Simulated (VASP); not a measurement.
In: single point with PBEsol

Crystal: In.

```
CELL_PARAMETERS angstrom
-1.67493 1.67493 2.39973
1.67493 -1.67493 2.39973
1.67493 1.67493 -2.39973
ATOMIC_POSITIONS crystal
In 0.00000 0.00000 0.00000
```

This cell differs from its parent crystal: strain +0.030 along x and y, -0.030 along z.

```
Program                : VASP 6.6.1
Task                   : single point
Functional             : PBEsol
Potentials or basis    : VASP PAW PBE potentials, release 64 (In_d)
Cutoff                 : 520 eV
k mesh                 : 20 × 20 × 20
Occupations            : gaussian, width 0.15 eV
Spin                   : no spin polarisation
Dipole correction      : no
Further INCAR settings : ALGO = Fast; EDIFF = 1e-06; NBANDS = 12
```

```json
{
 "Pressure": "-2.1 GPa"
}
```

Levels at points of the mesh, in eV from the Fermi level:
| k point | band 3 | band 4 | band 5 | band 6 | band 7 | band 8 | band 9 | band 10 |
| --- | --- | --- | --- | --- | --- | --- | --- | --- |
| (0.00, 0.00, 0.00) | -14.51 | -14.36 | -14.35 | -9.37 | 10.28 | 10.28 | 10.31 | 11.47 |
| (0.50, 0.00, 0.00) | -14.50 | -14.21 | -14.21 | -4.32 | -3.27 | 8.07 | 8.32 | 10.78 |
| (0.50, 0.50, 0.00) | -14.22 | -14.18 | -14.16 | -2.09 | -2.09 | 3.86 | 3.93 | 7.14 |
| (0.50, 0.50, 0.50) | -14.22 | -14.17 | -14.17 | -2.31 | -2.22 | 4.07 | 4.07 | 7.35 |

Wall time 2.7 min on 1 thread of Intel(R) Xeon(R) Platinum 8488C (Sapphire Rapids), on a shared host, peak memory 0.31 GiB.

Caveat: the cell differs from its parent crystal (strain +0.030 along x and y, -0.030 along z); the PAW data sets were made with another functional, which shifts forces and pressure a little; spin-orbit coupling is left out, which moves the levels of the heavy elements.
